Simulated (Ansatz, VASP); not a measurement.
NaH: VASP beside Ansatz

The input INCAR:

```
SYSTEM = NaH
ALGO = Normal
EDIFF = 1E-7
ENCUT = 520
GGA = PE
ISIF = 2
ISMEAR = -1
LASPH = .TRUE.
LCHARG = .TRUE.
LELF = .TRUE.
LREAL = .FALSE.
LVHAR = .TRUE.
LWAVE = .FALSE.
NBANDS = 11
NELM = 60
PREC = Accurate
SIGMA = 0.02
```

The input KPOINTS:

```
k-points
0
G
  8 8 8
  0 0 0
```

Contents of POSCAR:

```
NaH
1.0
    0.0000000000      2.5969210614      2.5551106323
    2.5969210614      0.0000000000      2.5551106323
    2.5969210614      2.5969210614      0.0000000000
Na H
1 1
Direct
    0.0000000000      0.0000000000      0.0000000000
    0.2500000000      0.2500000000      0.2500000000
```

Input for Ansatz:

```yaml
crystal:
  lattice:
    - [0.0, 2.5969210614, 2.5551106323]
    - [2.5969210614, 0.0, 2.5551106323]
    - [2.5969210614, 2.5969210614, 0.0]
  atoms:
    - { symbol: Na, position: [0.0, 0.0, 0.0] }
    - { symbol: H, position: [0.25, 0.25, 0.25] }
kpoints:
  mp_grid: { grid: [8, 8, 8] }
  band_path:
    path:
      - [0.0, 0.0, 0.0]
      - [-0.5, -0.5, 0.0]
      - [-0.375, -0.375, 0.25]
      - [-0.375, 0.0, 0.375]
      - [0.0, 0.0, 0.5]
      - [-0.5, -0.25, 0.25]
      - [0.286458, -0.5, -0.213542]
    npoints: 1
hamiltonian:
  xc: pbe
scf:
  occupations: { method: fermi_dirac, width: 0.02 }
  n_extra_bands: 4
output:
  forces: true
  stress: true
  eigenvalues: true
```

Change from the starting cell: uniaxial_z strain -1.6%.

Alike in both runs: task single point; functional PBE; k mesh 8 × 8 × 8; occupations fermi-dirac, width 0.02 eV; no spin polarisation.

```csv
,VASP,Ansatz
version,VASP 6.6.1,Ansatz 0.2.0
potentials or method,"VASP PAW PBE potentials, release 64 (Na_pv, H)","plane waves, PAW"
plane-wave cutoff (eV),520,420
valence electrons in the cell,8,10
```

```tsv
	VASP	Ansatz	Ansatz less VASP
gap on the k mesh at the Fermi level (eV)	3.62	3.62	+0.002
pressure (GPa)	0.5	0.5	+0.02
```

With one functional, cell and mesh, what is left measures potentials, basis and numerics. VASP's potentials hold 8 valence electrons a cell and Ansatz's 10, so a difference there can come from the potentials and not from the codes.
